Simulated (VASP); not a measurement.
C, 9 atoms in the cell. It takes space group P3_221 (No. 154, trigonal). The conventional cell has a = 4.058 Å, b = 4.058 Å, c = 3.469 Å, α = 90.00°, β = 90.00°, γ = 120.00°. C (site symmetry 1) has 3 C at 1.45 to 1.46 Å within 1.9 Å. C (site symmetry 2) has 4 C at 1.45 to 1.47 Å within 1.9 Å. 

```yaml
Program: VASP 6.6.1
Task: single point
Functional: PBE
Potentials_or_basis: VASP PAW PBE potentials, release 64 (C)
Cutoff: 520 eV
k_mesh: 6 × 6 × 6
Occupations: gaussian, width 0.1 eV
Spin: collinear spin, ferromagnetic start
Starting_moments: "[1.0, 1.0, 1.0, 1.0, 1.0, 1.0, 1.0, 1.0, 1.0] μB"
Dipole_correction: no
Further_INCAR_settings: ALGO = Normal; EDIFF = 1e-06; NBANDS = 32
```

Potentials or basis: VASP PAW PBE potentials, release 64 (C).

Command:

```bash
$ cat potpaw_PBE.64/C/POTCAR > POTCAR
$ mpirun -np 1 vasp_std > vasp.out
```

Hardware: 1 thread of Intel(R) Xeon(R) 6975P-C (Granite Rapids), with other jobs on the host.

**Question.** How long does it take, and how much memory?

**Answer.** It took 58 s on 1 thread of Intel(R) Xeon(R) 6975P-C (Granite Rapids) (shared host), peak memory 0.21 GiB. Counts: scf iterations 15, k points 34.
